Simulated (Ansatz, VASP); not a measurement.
This is a calculation of La for VASP 6.6.1.

The input INCAR:

```
PREC = Accurate ; ENCUT = 520
EDIFF = 1E-6 ; ISMEAR = -1
SIGMA = 0.05 ; LREAL = F
LASPH = T ; NELM = 80
ALGO = Fast ; ISIF = 2
LWAVE = F ; LCHARG = T
GGA = PS ; LELF = T
LVHAR = T ; NBANDS = 12
```

The input KPOINTS:

```
regular mesh
0
Gamma
  9 9 9
```

POSCAR

```
La
1.0
   -2.0804754144      2.0804754144      2.0804754144
    2.0804754144     -2.0804754144      2.0804754144
    2.0804754144      2.0804754144     -2.0804754144
La
1
Direct
    0.0000000000      0.0000000000      0.0000000000
```

Potentials or basis: VASP PAW PBE potentials, release 64 (La).

Command:

```console
$ cat potpaw_PBE.64/La/POTCAR > POTCAR
$ mpirun -np 1 vasp_std > vasp.out
```

Task: Translate it to Ansatz 0.2.0. Potentials there: all-electron LAPW, scalar-relativistic.

Result: As run (the cutoff follows the program's own potentials):

File input.yaml:

```yaml
crystal:
  lattice:
    - [-2.0804754144, 2.0804754144, 2.0804754144]
    - [2.0804754144, -2.0804754144, 2.0804754144]
    - [2.0804754144, 2.0804754144, -2.0804754144]
  atoms:
    - { symbol: La, position: [0.0, 0.0, 0.0] }
kpoints:
  mp_grid: { grid: [9, 9, 9] }
scf:
  occupations: { method: fermi_dirac, width: 0.05 }
hamiltonian:
  xc: pbesol
  pseudopotentials: { kind: all_electron, lapw: { basis_error: 0.0005 } }
output:
  forces: true
  stress: true
  eigenvalues: true
```

Potentials or basis: all-electron LAPW, scalar-relativistic.

Run with:

```console
$ ansatz run input.yaml --threads 2 --pin off --max-ram 6144MiB --backend cpu --events-out ev --progress --plain --runs-dir out
```

Both were run:

|  | VASP | Ansatz | Ansatz less VASP |
| --- | --- | --- | --- |
| gap on the k mesh at the Fermi level (eV) | none | none | - |
| pressure (GPa) | -1.1 | -1.1 | -0.03 |

VASP's potentials were made for PBE, not for PBEsol. A gap of «none» marks a metal or a gap that the smearing closes. Ansatz ran all-electron here, and VASP with PAW potentials.

Neither program's run includes spin-orbit coupling.
